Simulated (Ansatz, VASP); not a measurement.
# BaOs in VASP and in Ansatz

The input INCAR:

```
SYSTEM = BaOs
ALGO     = Normal         ! electronic algorithm
EDIFF    = 1E-6           ! SCF threshold, eV
ENCUT    = 520            ! plane-wave cutoff, eV
GGA      = PE             ! functional
ISIF     = 2              ! what is computed and relaxed
ISMEAR   = 0              ! smearing method
LASPH    = .True.         ! aspherical terms in the spheres
LCHARG   = .False.        ! write CHGCAR
LREAL    = .False.        ! projectors in reciprocal space
LWAVE    = .False.        ! write WAVECAR
NBANDS   = 16             ! bands
NELM     = 60             ! most SCF steps
PREC     = Accurate       ! precision mode
SIGMA    = 0.05           ! smearing width, eV
```

The input KPOINTS:

```
k-points
0
Gamma
  8 8 8
  0 0 0
```

The input POSCAR:

```
BaOs
1.0
    3.7279657443      0.0000000000      0.0000000000
    0.0000000000      3.7279657443      0.0000000000
    0.0000000000      0.0000000000      3.7279657443
Ba Os
1 1
Direct
    0.0000000000      0.0000000000      0.0000000000
    0.5000000000      0.5000000000      0.5000000000
```

Input for Ansatz:

```yaml
crystal:
  lattice:
    - [3.7279657443, 0.0, 0.0]
    - [0.0, 3.7279657443, 0.0]
    - [0.0, 0.0, 3.7279657443]
  atoms:
    - { symbol: Ba, position: [0.0, 0.0, 0.0] }
    - { symbol: Os, position: [0.5, 0.5, 0.5] }
basis:
  ecutwfc: 420
  ecutrho_ratio: 4
kpoints:
  mp_grid: { grid: [8, 8, 8] }
hamiltonian:
  xc: pbe
scf:
  occupations: { method: gaussian, width: 0.05 }
  mixing: { preconditioner: local_kerker }
output:
  forces: true
  stress: true
  write_density: true
  write_potential: true
  elf: true
  volumetric_format: npy
```

Alike in both runs: task single point; functional PBE; k mesh 8 × 8 × 8; occupations gaussian, width 0.05 eV; no spin polarisation.

```csv
,VASP,Ansatz
version,VASP 6.6.1,Ansatz 0.2.0
potentials or method,"VASP PAW PBE potentials, release 64 (Ba_sv, Os), cutoff 520 eV","scalar-relativistic, plane waves, PAW"
valence electrons in the cell,18,26
```

Ansatz gave:

```
gap on the k mesh at the Fermi level (eV) : none
pressure (GPa)                            : 0.0
```

**Question.** What did VASP give for the same quantities?

**Answer.** gap on the k mesh at the Fermi level (eV): none; pressure (GPa): 1.8.

A gap of «none» marks a metal or a gap that the smearing closes. The functional is the same, so the differences come from potentials, cutoffs and numerics. VASP's potentials hold 18 valence electrons a cell and Ansatz's 26, so a difference there can come from the potentials and not from the codes.

Neither program's run includes spin-orbit coupling.
